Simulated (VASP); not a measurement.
# KAs4H3O12 (P1) in VASP: electric field gradients with r2SCAN

Aim: the electric field gradients of KAs4H3O12 with r2SCAN.

Everything below comes from runs of VASP 6.6.1. Logs are shortened: lines on timing, memory, paths and dates and some standing lists are left out, and cuts for length are marked.

**1. The cell of the first run**

The typed cell holds 20 atoms: a = 5.249 Å, b = 7.185 Å, c = 7.796 Å, α = 63.34°, β = 79.22°, γ = 84.47°.

**2. Electric field gradients, r2SCAN**

POSCAR reads:

```
KAs4H3O12
1.0
    5.2487186131      0.0000000000      0.0000000000
    0.6921731361      7.1514384536      0.0000000000
    1.4576675768      3.3734125659      6.8754022495
K H As O
1 3 4 12
Direct
    0.0023210000      0.9950820000      0.0007930000
    0.5078040000      0.6598680000      0.2836020000
    0.4920070000      0.3389500000      0.7192020000
    0.9707650000      0.4944510000      0.9819890000
    0.4035800000      0.8797660000      0.4292890000
    0.5946190000      0.1244980000      0.5689650000
    0.8393670000      0.6855270000      0.6802110000
    0.1540040000      0.3247490000      0.3105520000
    0.1137690000      0.7099980000      0.5065180000
    0.8893630000      0.2836200000      0.4994620000
    0.5800750000      0.6301860000      0.6024350000
    0.4182740000      0.3688930000      0.3954210000
    0.5118910000      0.8139820000      0.2307280000
    0.4857500000      0.1853230000      0.7705600000
    0.8775880000      0.4623990000      0.8872960000
    0.0982700000      0.5348260000      0.1080770000
    0.3087720000      0.9615640000      0.6259460000
    0.6966750000      0.0335860000      0.3775350000
    0.7712380000      0.8877970000      0.7458660000
    0.2288700000      0.1109340000      0.2575530000
```

INCAR.step1 reads:

```
PREC = Accurate
ENCUT = 520
ISMEAR = -1
SIGMA = 0.02
LREAL = Auto
LASPH = True
NELM = 80
NBANDS = 68
GGA = PE
ALGO = Normal
EDIFF = 1E-4
LWAVE = True
LCHARG = False
KPAR = 4
```

INCAR.step2 reads:

```
PREC = Accurate
ENCUT = 520
EDIFF = 1E-8
ISMEAR = -1
SIGMA = 0.02
LREAL = Auto
LASPH = True
NELM = 80
ALGO = Normal
ISIF = 2
LWAVE = False
LCHARG = False
METAGGA = R2SCAN
LMIXTAU = True
LEFG = True
NBANDS = 68
ISTART = 1
KPAR = 4
```

KPOINTS reads:

```
regular mesh
0
Gamma
  5 4 4
```

Potentials or basis: VASP PAW PBE potentials, release 64 (K_sv, H, As, O).

Started as:

```
cat potpaw_PBE.64/K_sv/POTCAR potpaw_PBE.64/H/POTCAR potpaw_PBE.64/As/POTCAR potpaw_PBE.64/O/POTCAR > POTCAR
cp INCAR.step1 INCAR
mpirun -np 4 vasp_std > vasp.out
cp INCAR.step2 INCAR
mpirun -np 4 vasp_std > vasp.out
```

OUTCAR:

```text
PREC = Accurate
   ENCUT = 520
   EDIFF = 1E-8
   ISMEAR = -1
   LREAL = Auto
   LASPH = True
   NELM = 80
   ISIF = 2
   METAGGA = R2SCAN
   ISTART = 1

 ion  position               nearest neighbor table
   1  0.002  0.995  0.001-  14 2.88
   2  0.508  0.660  0.284-  13 0.99
   3  0.492  0.339  0.719-  14 0.99
   4  0.971  0.494  0.982-  15 1.07  16 1.43
   5  0.404  0.880  0.429-  13 1.79  17 1.85  18 1.86   9 1.88  20 1.89  11 1.97   6 2.78
   6  0.595  0.124  0.569-  14 1.79  17 1.86  18 1.86  10 1.86  19 1.93  12 1.95   5 2.78
   7  0.839  0.686  0.680-  15 1.72  19 1.73  11 1.73   9 1.74
   8  0.154  0.325  0.311-  16 1.67  20 1.75  12 1.75  10 1.76
   9  0.114  0.710  0.507-   7 1.74   5 1.88
  10  0.889  0.284  0.499-   8 1.76   6 1.86
  11  0.580  0.630  0.602-   7 1.73   5 1.97
  12  0.418  0.369  0.395-   8 1.75   6 1.95
  13  0.512  0.814  0.231-   2 0.99   5 1.79
  14  0.486  0.185  0.771-   3 0.99   6 1.79   1 2.88
  15  0.878  0.462  0.887-   4 1.07   7 1.72
  16  0.098  0.535  0.108-   4 1.43   8 1.67
  17  0.309  0.962  0.626-   5 1.85   6 1.86
  18  0.697  0.034  0.378-   5 1.86   6 1.86
  19  0.771  0.888  0.746-   7 1.73   6 1.93
  20  0.229  0.111  0.258-   8 1.75   5 1.89

  LATTYP: Found a triclinic cell.
 ALAT       =     7.1848573824
 B/A-ratio  =     1.2939942926
 C/A-ratio  =     1.1893566063
 COS(alpha) =     0.0201708878
 COS(beta)  =     0.3501901912
 COS(gamma) =     0.8271884694

  Lattice vectors:

 A1 = (  -0.6921731361,  -7.1514384536,   0.0000000000)
 A2 = (  -5.9408917492,  -7.1514384536,   0.0000000000)
 A3 = (   3.7910510363,  -3.3734125659,  -6.8754022495)

Analysis of symmetry for initial positions (statically):
=====================================================================
 Subroutine PRICEL returns:
 Original cell was already a primitive cell.

 Routine SETGRP: Setting up the symmetry group for a
 triclinic supercell.

 Subroutine GETGRP returns: Found  1 space group operations
 (whereof  1 operations were pure point group operations)
 out of a pool of  2 trial point group operations.

The static configuration has the point symmetry C_1 .

Analysis of symmetry for dynamics (positions and initial velocities):
=====================================================================
 Subroutine PRICEL returns:
 Original cell was already a primitive cell.

 Routine SETGRP: Setting up the symmetry group for a
 triclinic supercell.

 Subroutine GETGRP returns: Found  1 space group operations
 (whereof  1 operations were pure point group operations)
 out of a pool of  2 trial point group operations.

The dynamic configuration has the point symmetry C_1 .

 Subroutine INISYM returns: Found  1 space group operations
 (whereof  1 operations are pure point group operations),
 and found     1 'primitive' translations

----------------------------------------------------------------------------------------

                                     Primitive cell

  volume of cell :     258.0743

  direct lattice vectors                    reciprocal lattice vectors
     5.248718613  0.000000000  0.000000000     0.190522692 -0.018440303 -0.031345366
     0.692173136  7.151438454  0.000000000     0.000000000  0.139832008 -0.068608503
     1.457667577  3.373412566  6.875402249     0.000000000  0.000000000  0.145446036

  length of vectors
     5.248718613  7.184857382  7.795887582     0.193962556  0.155756596  0.145446036

  position of ions in fractional coordinates (direct lattice)
     0.002321000  0.995082000  0.000793000
     0.507804000  0.659868000  0.283602000
     0.492007000  0.338950000  0.719202000
     0.970765000  0.494451000  0.981989000
     0.403580000  0.879766000  0.429289000
     0.594619000  0.124498000  0.568965000
[... 12 lines left out ...]
     0.771238000  0.887797000  0.745866000
     0.228870000  0.110934000  0.257553000

  ion indices of the primitive-cell ions
[... 97 lines left out ...]
   IBRION =     -1    ionic relax: 0-MD 1-quasi-New 2-CG
   NFREE  =      0    steps in history (QN), initial steepest desc. (CG)
   ISIF   =      2    stress and relaxation
   ISYM   =      2    0-nonsym 1-usesym 2-fastsym
   POTIM  = 0.5000    time-step for ionic-motion
   TEBEG  =    0.0;   TEEND  =   0.0 temperature during run
   PSTRESS=    0.0 pullay stress
   NELECT =     104.0000    total number of electrons
   NUPDOWN=      -1.0000    fix difference up-down
   EMIN   =  10.00;   EMAX   =-10.00  energy-range for DOS
   EFERMI =   0.00;   METHOD = LEGACY
   ISMEAR =    -1;   SIGMA  =   0.02  broadening in eV -4-tet -1-fermi 0-gaus
   EFERMI_NEDOS =   21; number of points for ismear=-14 and -15
   IALGO  =     38    algorithm
   IMIX   =      4    mixing-type and parameters
     AMIX     =   0.40;   BMIX     =  1.00
     AMIX_MAG =   1.60;   BMIX_MAG =  1.00
  volume/ion in A,a.u.               =      12.90        87.08
  Fermi-wavevector in a.u.,A,eV,Ry     =   1.209217  2.285089 19.894526  1.462206
  Thomas-Fermi vector in A             =   2.344801
   LORBIT       =      0    0 simple, 1 ext, 2 COOP (PROOUT), +10 PAW based schemes
   METAGGA = R2SCAN    functional components
   LHFCALC =     F    Hartree Fock is set to
   AEXX    =    0.0000 exact exchange contribution
   IVDW    =     0    specifies the selected vdW correction
   LEPSILON=     F    determine dielectric tensor
   LRPA    =     F    only Hartree local field effects (RPA)
 non-spin polarized calculation
  energy-cutoff  :      520.00
  volume of cell :      258.07
 maximum number of plane-waves:      6976
   NGX = 19   NGY = 27   NGZ = 29

 number of electron     104.0000012 magnetization

 Free energy of the ion-electron system (eV)
  ---------------------------------------------------
  ext. energy  EPLUGINS =         0.00000000
  ---------------------------------------------------
  free energy    TOTEN  =      -173.17436992 eV

  energy without entropy =     -173.17436992  energy(sigma->0) =     -173.17436992

 E-fermi :  -0.0824     XC(G=0):  -9.3983

 val. band max:       -0.6526203946   @ k =   0.0000   0.5000   0.5000
 cond. band min:       2.6669874382   @ k =   0.0000   0.0000   0.0000
 fundamental gap:      3.3196078327
 Fermi energy:        -0.0823864969

 k-point     1 :       0.0000    0.0000    0.0000
  band No.  band energies     occupation
      1     -28.4012      2.00000
      2     -22.0331      2.00000
      3     -20.9742      2.00000
      4     -20.4604      2.00000
      5     -20.1876      2.00000
      6     -19.6943      2.00000
[... 1597 lines left out ...]
     63       8.7669      0.00000
     64       9.1304      0.00000

 [... further k-points ...]

 [bands above 64 left out]

------------------------ aborting loop because EDIFF is reached ----------------------------------------

  FORCE on cell =-STRESS in cart. coord.  units (eV):
  Direction    XX          YY          ZZ          XY          YZ          ZX
  --------------------------------------------------------------------------------------
  -------------------------------------------------------------------------------------
  Total       -8.9482243    -11.1974023     -9.7611947     -0.5383242     -0.3200426     -0.2251590
  in kB      -55.5523756    -69.5157251    -60.5994595     -3.3420247     -1.9868887     -1.3978326
  external PRESSURE =     -61.8891867 kB  Pullay stress =       0.0000000 kB

 VOLUME and BASIS-vectors are now :
 -----------------------------------------------------------------------------
  energy-cutoff  :      520.00
  volume of cell :      258.07
      direct lattice vectors                 reciprocal lattice vectors
     5.248718613  0.000000000  0.000000000     0.190522692 -0.018440303 -0.031345366
     0.692173136  7.151438454  0.000000000     0.000000000  0.139832008 -0.068608503
     1.457667577  3.373412566  6.875402249     0.000000000  0.000000000  0.145446036

 POSITION                                       TOTAL-FORCE (eV/Angst)
 -----------------------------------------------------------------------------------
      0.70211      7.11894      0.00545         0.009685     -0.052266      0.003465
      3.53546      5.67571      1.94988        -0.000323      0.487944     -0.177253
      3.86538      4.85015      4.94480        -0.000521     -0.451417      0.168818
      6.86893      6.84869      6.75157        -0.110858     -0.151543     -0.117666
      3.35299      7.73976      2.95153         0.014667      0.015804     -0.123725
      4.03652      2.80969      3.91186        -0.018780     -0.002696      0.092929
[... 12 lines left out ...]
      5.74975      8.86514      5.12813        -0.201377     -0.466060     -0.508367
      1.65349      1.66217      1.77078         0.190652      0.458475      0.458075
 -----------------------------------------------------------------------------------
    total drift:                                0.002993      0.006078     -0.009850

  FREE ENERGIE OF THE ION-ELECTRON SYSTEM (eV)
  ---------------------------------------------------
  free  energy   TOTEN  =      -173.1743699241 eV

  energy  without entropy=     -173.1743699241  energy(sigma->0) =     -173.17436992

 Electric field gradients (V/A^2)
---------------------------------------------------------------------
 ion       V_xx      V_yy      V_zz      V_xy      V_xz      V_yz
---------------------------------------------------------------------
   1      -6.353     3.118     3.235    -7.403     5.719    -3.097
   2     -18.306    26.848    -8.542     1.838    -1.472   -15.399
   3     -18.480    27.585    -9.105     2.573    -1.756   -15.133
   4      -0.814    -0.238     1.052     6.870     7.991     4.640
   5      25.321   -23.978    -1.343   -17.575    22.849   -89.247
   6      19.720   -22.863     3.143   -28.205    32.365   -87.291
[... 12 lines left out ...]
  19     -91.781   132.796   -41.015   -62.400    49.646    20.196
  20     -86.008   127.070   -41.062   -66.767    53.752     3.318
---------------------------------------------------------------------

 Electric field gradients after diagonalization (V/A^2)
 (convention: |V_zz| > |V_xx| > |V_yy|)
----------------------------------------------------------------------
 ion       V_xx      V_yy      V_zz     asymmetry (V_yy - V_xx)/ V_zz
----------------------------------------------------------------------
   1      11.206     0.159   -11.365       0.972
   2     -18.532   -14.177    32.709       0.133
   3     -18.799   -14.398    33.197       0.133
   4      -8.806    -4.277    13.083       0.346
   5      90.079    12.573  -102.652       0.755
   6     -98.115    -2.939   101.053       0.942
[... 12 lines left out ...]
  19    -137.315   -11.935   149.250       0.840
  20    -134.833   -12.197   147.030       0.834
----------------------------------------------------------------------

           NMR quadrupolar parameters

 Cq : quadrupolar parameter    Cq=e*Q*V_zz/h
 eta: asymmetry parameters     (V_yy - V_xx)/ V_zz
 Q  : nuclear electric quadrupole moment in mb (millibarn)
----------------------------------------------------------------------
 ion       Cq(MHz)       eta       Q (mb)
----------------------------------------------------------------------
   1      -0.027       0.972       1.000
   2       0.079       0.133       1.000
   3       0.080       0.133       1.000
   4       0.032       0.346       1.000
   5      -0.248       0.755       1.000
   6       0.244       0.942       1.000
[... 12 lines left out ...]
  19       0.361       0.840       1.000
  20       0.356       0.834       1.000
----------------------------------------------------------------------
```

It took 16 min on 4 MPI ranks of Intel Xeon Platinum 8488C (Sapphire Rapids), shared host; peak memory 0.67 GiB.

What came out:

```yaml
Free_energy: -173.1744 eV
Pressure: -6.2 GPa
Largest_force: 0.811 eV/Å
Band_gap_on_the_k_mesh: 3.32 eV (least direct gap 3.36 eV)
Largest_electric_field_gradient_by_atom: K -11.4; H +32.7, +33.2, +13.1; As -102.7, +101.1, -22.9, -90.1; O +159.0, +158.6, +144.0, +145.0, -149.6, -150.1, +140.8, +156.0, -130.0, -120.8, +149.2, +147.0 V/Å²
```

Forces on the atoms (eV/Å):
```
K    0.010 -0.052  0.003
H    0.000  0.488 -0.177
H   -0.001 -0.451  0.169
H   -0.111 -0.152 -0.118
As   0.015  0.016 -0.124
As  -0.019 -0.003  0.093
As   0.008 -0.245  0.137
As  -0.015  0.099 -0.039
O   -0.136  0.465  0.332
O    0.022 -0.396 -0.406
O    0.411  0.564 -0.009
O   -0.345 -0.555  0.001
O   -0.134 -0.146  0.769
O    0.104  0.148 -0.790
O    0.103  0.525 -0.397
O    0.178 -0.354  0.646
O    0.429 -0.101 -0.536
O   -0.508  0.158  0.497
O   -0.201 -0.466 -0.508
O    0.191  0.458  0.458
```

Electric field gradients, principal values (V/Å²):
| atom | least | middle | greatest (by size) |
| --- | --- | --- | --- |
| 1 K | 0.159 | 11.206 | -11.365 |
| 2 H | -14.177 | -18.532 | 32.709 |
| 3 H | -14.398 | -18.799 | 33.197 |
| 4 H | -4.277 | -8.806 | 13.083 |
| 5 As | 12.573 | 90.079 | -102.652 |
| 6 As | -2.939 | -98.115 | 101.053 |
| 7 As | 10.811 | 12.043 | -22.854 |
| 8 As | 36.513 | 53.548 | -90.062 |
| 9 O | -21.345 | -137.700 | 159.046 |
| 10 O | -19.543 | -139.106 | 158.649 |
| 11 O | -6.399 | -137.582 | 143.981 |
| 12 O | -7.677 | -137.276 | 144.953 |
| 13 O | 14.895 | 134.742 | -149.637 |
| 14 O | 16.561 | 133.562 | -150.124 |
| 15 O | -10.097 | -130.704 | 140.800 |
| 16 O | -50.907 | -105.109 | 156.016 |
| 17 O | 5.954 | 124.048 | -130.002 |
| 18 O | 2.507 | 118.316 | -120.824 |
| 19 O | -11.935 | -137.315 | 149.250 |
| 20 O | -12.197 | -134.833 | 147.030 |

Caveat: the cell stands under tension; without QUAD_EFG the Cq values of the log hold for a quadrupole moment of 1 mb, not for the nuclei; the PAW data sets were made with another functional, which shifts forces and pressure a little; an odd mesh through Γ misses points on the zone boundary, where band edges can lie.
